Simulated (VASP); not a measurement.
Here is a VASP 6.6.1 calculation.

File INCAR:

```
PREC = Accurate
ENCUT = 520
EDIFF = 1E-6
ISMEAR = -1
SIGMA = 0.01
LREAL = False
LASPH = True
NELM = 120
ALGO = Normal
ISIF = 2
LWAVE = False
LCHARG = False
GGA = PE
NELECT = 200.0
NBANDS = 117
GGA_COMPAT = False
```

Contents of KPOINTS:

```
regular mesh
0
Gamma
  1 1 1
```

The input POSCAR:

```
Ti8O17
1.0
    4.6435389800      4.6435389800      0.0000000000
   -4.6435389800      4.6435389800      0.0000000000
    0.0000000000      0.0000000000      5.9273749100
Ti O
8 17
Direct
   -0.0070392432      0.4684769546     -0.0351626147
    0.4915990820      0.0276279580     -0.0377973392
    0.0270884988     -0.0567335606      0.2169557383
    0.4486149484      0.5313802707      0.2257375348
    0.0158104627      0.5129453010      0.4492568870
    0.5376444584      0.0197371015      0.4582915778
   -0.0061167786      0.0211072849      0.7211531352
    0.5027539362      0.5122628474      0.7218939353
    0.2112301639      0.3745422419      0.2732951812
    0.7241358400     -0.0003792366      0.2470284101
    0.0056750896      0.1824534054      0.0167929314
    0.4938740710      0.7202490416      0.0054641389
   -0.0111017696      0.7905628694     -0.0240619165
    0.5019079220      0.3160328806      0.0217300242
    0.3255528825      0.0209894868      0.2726210210
    0.8142654808      0.5113372603      0.2456186798
    0.2110652035      0.4993772013      0.7695533131
    0.7010609826      0.0224038175      0.7725124645
   -0.0161235860      0.2151874905      0.5222129605
    0.5209647233      0.7173933533      0.5203757223
   -0.0356319826      0.8079353950      0.5298080597
    0.5221533642      0.3110624259      0.5179164549
    0.2955792997      0.0168268212      0.7574926621
    0.7979962085      0.4934498256      0.7660838177
    0.1964114017      0.6971155005      0.2866780026
```

Potentials or basis: VASP PAW PBE potentials, release 64 (Ti_sv, O).

Command:

```bash
$ cat potpaw_PBE.64/Ti_sv/POTCAR potpaw_PBE.64/O/POTCAR > POTCAR
$ mpirun -np 1 vasp_gam > vasp.out
```

(1) Predict the largest force.

Answers

(1) 0.137 eV/Å.

Caveat: the k points lie up to 1.06 Å⁻¹ apart; the cell carries a net charge on a neutralising background, which shifts energy and pressure.
